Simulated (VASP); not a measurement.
# TePb in VASP: notebook

The runs below take TePb through single point, with PBE.

All numbers are computed with VASP 6.6.1; they aren't measurements. Logs are shortened: lines on timing, memory, paths and dates and some standing lists are left out, and cuts for length are marked.

## 1. The cell of the first run

The structure is cubic, space group Fm-3m (No. 225). The conventional cell has a = 6.539 Å, b = 6.539 Å, c = 6.539 Å, α = 90.00°, β = 90.00°, γ = 90.00°. Within 4.3 Å of Te (site symmetry m-3m) lie 6 Pb at 3.27 Å. Pb (site symmetry m-3m) has 6 Te at 3.27 Å within 4.3 Å.

## 2. Single point, PBE (volume scaled by 1.04)

File INCAR:

```
SYSTEM = TePb
PREC = Accurate
ENCUT = 520
EDIFF = 1E-6
ISMEAR = -1
SIGMA = 0.08
LREAL = .False.
LASPH = .True.
NELM = 60
ALGO = Normal
ISIF = 2
LWAVE = .False.
LCHARG = .False.
GGA = PE
NBANDS = 17
```

File KPOINTS:

```
regular mesh
0
Gamma
  11 11 11
  0 0 0
```

File POSCAR:

```
TePb
1.0
    0.0000000000      3.2694653961      3.2694653961
    3.2694653961      0.0000000000      3.2694653961
    3.2694653961      3.2694653961      0.0000000000
Te Pb
1 1
Direct
    0.5000000000      0.5000000000      0.5000000000
    0.0000000000      0.0000000000      0.0000000000
```

Potentials or basis: VASP PAW PBE potentials, release 64 (Te, Pb_d).

Launch:

```console
cat potpaw_PBE.64/Te/POTCAR potpaw_PBE.64/Pb_d/POTCAR > POTCAR
mpirun -np 1 vasp_std > vasp.out
```

OUTCAR:

```text
SYSTEM = TePb
   PREC = Accurate
   ENCUT = 520
   EDIFF = 1E-6
   ISMEAR = -1
   LREAL = .False.
   LASPH = .True.
   NELM = 60
   ISIF = 2
   GGA = PE

 ion  position               nearest neighbor table
   1  0.500  0.500  0.500-   2 3.27   2 3.27   2 3.27   2 3.27   2 3.27   2 3.27
   2  0.000  0.000  0.000-   1 3.27   1 3.27   1 3.27   1 3.27   1 3.27   1 3.27

  LATTYP: Found a face centered cubic cell.
 ALAT       =     6.5389307922

  Lattice vectors:

 A1 = (   0.0000000000,   3.2694653961,   3.2694653961)
 A2 = (   3.2694653961,   0.0000000000,   3.2694653961)
 A3 = (   3.2694653961,   3.2694653961,   0.0000000000)

Analysis of symmetry for initial positions (statically):
=====================================================================
 Subroutine PRICEL returns:
 Original cell was already a primitive cell.

 Routine SETGRP: Setting up the symmetry group for a
 face centered cubic supercell.

 Subroutine GETGRP returns: Found 48 space group operations
 (whereof 48 operations were pure point group operations)
 out of a pool of 48 trial point group operations.

The static configuration has the point symmetry O_h .

Analysis of symmetry for dynamics (positions and initial velocities):
=====================================================================
 Subroutine PRICEL returns:
 Original cell was already a primitive cell.

 Routine SETGRP: Setting up the symmetry group for a
 face centered cubic supercell.

 Subroutine GETGRP returns: Found 48 space group operations
 (whereof 48 operations were pure point group operations)
 out of a pool of 48 trial point group operations.

The dynamic configuration has the point symmetry O_h .

 Subroutine INISYM returns: Found 48 space group operations
 (whereof 48 operations are pure point group operations),
 and found     1 'primitive' translations

----------------------------------------------------------------------------------------

                                     Primitive cell

  volume of cell :      69.8973

  direct lattice vectors                    reciprocal lattice vectors
     0.000000000  3.269465396  3.269465396    -0.152930201  0.152930201  0.152930201
     3.269465396  0.000000000  3.269465396     0.152930201 -0.152930201  0.152930201
     3.269465396  3.269465396  0.000000000     0.152930201  0.152930201 -0.152930201

  length of vectors
     4.623722305  4.623722305  4.623722305     0.264882878  0.264882878  0.264882878

  position of ions in fractional coordinates (direct lattice)
     0.500000000  0.500000000  0.500000000
     0.000000000  0.000000000  0.000000000

  ion indices of the primitive-cell ions
   primitive index   ion index
                 1           1
                 2           2

----------------------------------------------------------------------------------------

 KPOINTS: regular mesh

Automatic generation of k-mesh.
 Grid dimensions read from file:
 generate k-points for:   11   11   11

 Generating k-lattice:

  Cartesian coordinates                     Fractional coordinates (reciprocal lattice)
    -0.013902746  0.013902746  0.013902746     0.090909091  0.000000000  0.000000000
     0.013902746 -0.013902746  0.013902746     0.000000000  0.090909091  0.000000000
     0.013902746  0.013902746 -0.013902746     0.000000000  0.000000000  0.090909091

  Length of vectors
     0.024080262  0.024080262  0.024080262

  Shift w.r.t. Gamma in fractional coordinates (k-lattice)
     0.000000000  0.000000000  0.000000000

 Subroutine IBZKPT returns following result:
 ===========================================

 Found     56 irreducible k-points:

 Following reciprocal coordinates:
            Coordinates               Weight
  0.000000  0.000000  0.000000      1.000000
  0.090909  0.000000  0.000000      8.000000
  0.181818  0.000000  0.000000      8.000000
  0.272727  0.000000  0.000000      8.000000
  0.363636  0.000000  0.000000      8.000000
  0.454545  0.000000  0.000000      8.000000
[... 16 lines left out ...]
 -0.272727  0.181818  0.000000     24.000000
 -0.181818  0.181818  0.000000     12.000000
 [... further k-points ...]
   k-points           NKPTS =     56   k-points in BZ     NKDIM =     56   number of bands    NBANDS=     17
   number of dos      NEDOS =    301   number of ions     NIONS =      2
   total plane-waves  NPLWV =  46656
   dimension x,y,z NGX =    36 NGY =   36 NGZ =   36
   dimension x,y,z NGXF=    72 NGYF=   72 NGZF=   72
   ions per type =               1   1
   NGX,Y,Z   is equivalent  to a cutoff of  12.94, 12.94, 12.94 a.u.
   NGXF,Y,Z  is equivalent  to a cutoff of  25.89, 25.89, 25.89 a.u.
 SYSTEM =  TePb
   PREC   = accura    normal or accurate (medium, high low for compatibility)
   ISTART =      0    job   : 0-new  1-cont  2-samecut
   ICHARG =      2    charge: 1-file 2-atom 10-const
   ISPIN  =      1    spin polarized calculation?
   LNONCOLLINEAR =      F non collinear calculations
   LSORBIT =      F    spin-orbit coupling
   LASPH  =      T    aspherical Exc in radial PAW
   ENCUT  =  520.0 eV  38.22 Ry    6.18 a.u.   8.60  8.60  8.60*2*pi/ulx,y,z
   NELM   =     60;   NELMIN=  2; NELMDL= -5     # of ELM steps
   EDIFF  = 0.1E-05   stopping-criterion for ELM
   LREAL  =      F    real-space projection
   EDIFFG = 0.1E-04   stopping-criterion for IOM
   NSW    =      0    number of steps for IOM
   IBRION =     -1    ionic relax: 0-MD 1-quasi-New 2-CG
   NFREE  =      0    steps in history (QN), initial steepest desc. (CG)
   ISIF   =      2    stress and relaxation
   ISYM   =      2    0-nonsym 1-usesym 2-fastsym
   POTIM  = 0.5000    time-step for ionic-motion
   TEBEG  =    0.0;   TEEND  =   0.0 temperature during run
   PSTRESS=    0.0 pullay stress
   NELECT =      20.0000    total number of electrons
   NUPDOWN=      -1.0000    fix difference up-down
   EMIN   =  10.00;   EMAX   =-10.00  energy-range for DOS
   EFERMI =   0.00;   METHOD = LEGACY
   ISMEAR =    -1;   SIGMA  =   0.08  broadening in eV -4-tet -1-fermi 0-gaus
   EFERMI_NEDOS =   21; number of points for ismear=-14 and -15
   IALGO  =     38    algorithm
   IMIX   =      4    mixing-type and parameters
     AMIX     =   0.40;   BMIX     =  1.00
     AMIX_MAG =   1.60;   BMIX_MAG =  1.00
  volume/ion in A,a.u.               =      34.95       235.85
  Fermi-wavevector in a.u.,A,eV,Ry     =   1.078776  2.038592 15.833895  1.163758
  Thomas-Fermi vector in A             =   2.214724
   LORBIT       =      0    0 simple, 1 ext, 2 COOP (PROOUT), +10 PAW based schemes
   GGA     = PE    functional components
   LHFCALC =     F    Hartree Fock is set to
   AEXX    =    0.0000 exact exchange contribution
   IVDW    =     0    specifies the selected vdW correction
   LEPSILON=     F    determine dielectric tensor
   LRPA    =     F    only Hartree local field effects (RPA)
 non-spin polarized calculation
  energy-cutoff  :      520.00
  volume of cell :       69.90
 maximum number of plane-waves:      1900
   NGX = 17   NGY = 17   NGZ = 17

 number of electron      20.0000002 magnetization

 Free energy of the ion-electron system (eV)
  ---------------------------------------------------
  ext. energy  EPLUGINS =         0.00000000
  ---------------------------------------------------
  free energy    TOTEN  =        -7.52143546 eV

  energy without entropy =       -7.52133556  energy(sigma->0) =       -7.52138551

 E-fermi :   5.6243     XC(G=0):  -9.1411

 val. band max:        5.1264276938   @ k =   0.4545   0.0000   0.0000
 cond. band min:       6.0434411109   @ k =   0.4545   0.0000   0.0000
 fundamental gap:      0.9170134171
 Fermi energy:         5.6243085917

 k-point     1 :       0.0000    0.0000    0.0000
  band No.  band energies     occupation
      1     -11.4931      2.00000
      2     -11.4931      2.00000
      3     -11.4865      2.00000
      4     -11.4865      2.00000
      5     -11.4865      2.00000
      6      -6.5566      2.00000
[... 9 lines left out ...]
     16      11.0509      0.00000
     17      12.6402      0.00000

 k-point     2 :       0.0909    0.0000    0.0000
  band No.  band energies     occupation
      1     -11.4939      2.00000
      2     -11.4939      2.00000
      3     -11.4863      2.00000
      4     -11.4855      2.00000
      5     -11.4855      2.00000
      6      -6.4890      2.00000
[... 9 lines left out ...]
     16      11.2050      0.00000
     17      13.1638      0.00000

 k-point     3 :       0.1818    0.0000    0.0000
  band No.  band energies     occupation
      1     -11.4964      2.00000
      2     -11.4964      2.00000
      3     -11.4858      2.00000
      4     -11.4825      2.00000
      5     -11.4825      2.00000
      6      -6.2905      2.00000
[... 9 lines left out ...]
     16      11.6322      0.00000
     17      14.3172      0.00000

 k-point     4 :       0.2727    0.0000    0.0000
  band No.  band energies     occupation
      1     -11.5000      2.00000
      2     -11.5000      2.00000
      3     -11.4851      2.00000
      4     -11.4782      2.00000
      5     -11.4782      2.00000
      6      -5.9771      2.00000
[... 9 lines left out ...]
     16      12.3028      0.00000
     17      15.6192      0.00000
[... 343 lines left out ...]
      1     -11.5109      2.00000
      2     -11.5021      2.00000
      3     -11.4812      2.00000
      4     -11.4747      2.00000
      5     -11.4726      2.00000
      6      -5.2038      2.00000
[... 9 lines left out ...]
     16      13.2731      0.00000
     17      15.6681      0.00000

 k-point    23 :      -0.2727    0.1818    0.0000
  band No.  band energies     occupation
      1     -11.5056      2.00000
      2     -11.5025      2.00000
      3     -11.4825      2.00000
      4     -11.4762      2.00000
      5     -11.4749      2.00000
      6      -5.5327      2.00000
[... 9 lines left out ...]
     16      14.2934      0.00000
     17      14.7715      0.00000

 k-point    24 :      -0.1818    0.1818    0.0000
  band No.  band energies     occupation
      1     -11.5014      2.00000
      2     -11.5004      2.00000
      3     -11.4844      2.00000
      4     -11.4797      2.00000
      5     -11.4762      2.00000
      6      -5.8762      2.00000
[... 9 lines left out ...]
     16      13.6171      0.00000
     17      13.8587      0.00000

 [... further k-points ...]
[... 5 lines left out ...]
  --------------------------------------------------------------------------------------
  -------------------------------------------------------------------------------------
  Total        0.2157227      0.2157227      0.2157227      0.0000000      0.0000000      0.0000000
  in kB        4.9447704      4.9447704      4.9447704      0.0000000      0.0000000      0.0000000
  external PRESSURE =       4.9447704 kB  Pullay stress =       0.0000000 kB

 VOLUME and BASIS-vectors are now :
 -----------------------------------------------------------------------------
  energy-cutoff  :      520.00
  volume of cell :       69.90
      direct lattice vectors                 reciprocal lattice vectors
     0.000000000  3.269465396  3.269465396    -0.152930201  0.152930201  0.152930201
     3.269465396  0.000000000  3.269465396     0.152930201 -0.152930201  0.152930201
     3.269465396  3.269465396  0.000000000     0.152930201  0.152930201 -0.152930201

 POSITION                                       TOTAL-FORCE (eV/Angst)
 -----------------------------------------------------------------------------------
      3.26947      3.26947      3.26947         0.000000      0.000000     -0.000000
      0.00000      0.00000      0.00000        -0.000000     -0.000000      0.000000
 -----------------------------------------------------------------------------------
    total drift:                               -0.000000      0.000000      0.000000

  FREE ENERGIE OF THE ION-ELECTRON SYSTEM (eV)
  ---------------------------------------------------
  free  energy   TOTEN  =        -7.5214354630 eV

  energy  without entropy=       -7.5213355570  energy(sigma->0) =       -7.52138551
```

It took 77 s on 1 thread of Intel Xeon Platinum 8259CL at 2.50GHz (Skylake/Cascade Lake), shared host; peak memory 0.24 GiB.

Results:

```yaml
Free_energy: -7.5214 eV
Pressure: 0.5 GPa
```

Levels at points of the mesh, in eV from the Fermi level:
| k point | band 6 | band 7 | band 8 | band 9 | band 10 | band 11 | band 12 | band 13 | band 14 | band 15 |
| --- | --- | --- | --- | --- | --- | --- | --- | --- | --- | --- |
| (0.00, 0.00, 0.00) | -12.18 | -6.13 | -1.66 | -1.66 | -1.66 | 3.59 | 3.59 | 3.59 | 5.43 | 5.43 |

Caveat: this odd mesh misses L, where the gap lies, so gap, dielectric constants and Born charges aren't listed; spin-orbit coupling is left out, which moves the levels of the heavy elements.

## 3. Single point, PBE (z stretched by -1 % at fixed volume)

File INCAR:

```
SYSTEM = TePb
ALGO     = Normal         ! electronic algorithm
EDIFF    = 1E-6           ! SCF threshold, eV
ENCUT    = 520            ! plane-wave cutoff, eV
GGA      = PE             ! functional
ISIF     = 2              ! what is computed and relaxed
ISMEAR   = -1             ! smearing method
LASPH    = .True.         ! aspherical terms in the spheres
LCHARG   = .True.         ! write CHGCAR
LELF     = .True.         ! ELF
LREAL    = .False.        ! projectors in reciprocal space
LVHAR    = .True.       
LWAVE    = .False.        ! write WAVECAR
NBANDS   = 17             ! bands
NELM     = 100            ! most SCF steps
PREC     = Accurate       ! precision mode
SIGMA    = 0.08           ! smearing width, eV
```

File KPOINTS:

```
k-points
0
Gamma
  11 11 11
  0 0 0
```

File POSCAR:

```
TePb
1.0
    0.0000000000      3.2432570300      3.1947300000
    3.2432570300      0.0000000000      3.1947300000
    3.2432570300      3.2432570300      0.0000000000
Te Pb
1 1
Direct
    0.5000000000      0.5000000000      0.5000000000
    0.0000000000      0.0000000000      0.0000000000
```

Potentials or basis: VASP PAW PBE potentials, release 64 (Te, Pb_d).

Launch:

```console
cat potpaw_PBE.64/Te/POTCAR potpaw_PBE.64/Pb_d/POTCAR > POTCAR
mpirun -np 1 vasp_std > vasp.out
```

Run time: 56 s. Hardware: 1 thread of Intel Xeon Platinum 8559C (Emerald Rapids), shared host; peak memory 0.3 GiB.

The run converged. Its results:

```
Free energy            : -7.4940 eV
Pressure               : 2.3 GPa
Band gap on the k mesh : 0.84 eV, direct
```

Stress tensor (GPa, compression positive):
```
1.63 0.00 0.00
0.00 1.63 0.00
0.00 0.00 3.57
```

Levels at points of the mesh, in eV from the valence-band top:
```tsv
k point	band 6	band 7	band 8	band 9	band 10	band 11	band 12	band 13	band 14	band 15
(0.00, 0.00, 0.00)	-12.01	-5.54	-1.42	-1.27	-1.27	4.01	4.01	4.36	5.80	5.80
```

Caveat: spin-orbit coupling is left out, which moves the levels of the heavy elements. A k mesh can miss the band edges.
